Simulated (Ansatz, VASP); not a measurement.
# One calculation of Bi2Te3, two programs

```xyz
5
Lattice="2.2376 1.2919 10.0776 -2.2376 1.2919 10.0776 0.0000 -2.5837 10.0776" Properties=species:S:1:pos:R:3 pbc="T T T"
Bi    0.0000    0.0000   24.5489
Bi    0.0000    0.0000   12.1535
Te    0.0000    0.0000   18.4722
Te    0.0000    0.0000    6.0465
Te    0.0000    0.0000    0.0000
```

Change from the starting cell: volume scaled by 1.04, PAW files.

Alike in both runs: task electric field gradients; functional PBE; k mesh 8 × 8 × 8; occupations fermi-dirac, width 0.08 eV; no spin polarisation.

|  | VASP | Ansatz |
| --- | --- | --- |
| version | VASP 6.6.1 | Ansatz 0.2.0 |
| potentials or method | VASP PAW PBE potentials, release 64 (Bi_d, Te) | PAW with Ansatz's default frozen-core files, scalar-relativistic |
| plane-wave cutoff (eV) | 520 | 420 |
| valence electrons in the cell | 48 | 78 |

Ansatz gave:

| Quantity | Value |
| --- | --- |
| pressure (GPa) | -0.2 |
| traceless stress, the component that is largest in VASP (GPa) | -0.61 |
| rms of the force components (eV/Å) | 0.403 |
| size of Vzz on the site where it differs most (V/Å²) | 63.1 |

Which values does VASP return?

Pressure (GPa): -0.3; traceless stress, the component that is largest in VASP (GPa): -0.62; rms of the force components (eV/Å): 0.404; size of Vzz on the site where it differs most (V/Å²): 57.5.

Atom by atom the forces differ by 0.003 eV/Å (rms over components). With one functional, cell and mesh, what is left measures potentials, basis and numerics. VASP's potentials hold 48 valence electrons a cell and Ansatz's 78, so a difference there can come from the potentials and not from the codes.

Neither program's run includes spin-orbit coupling.
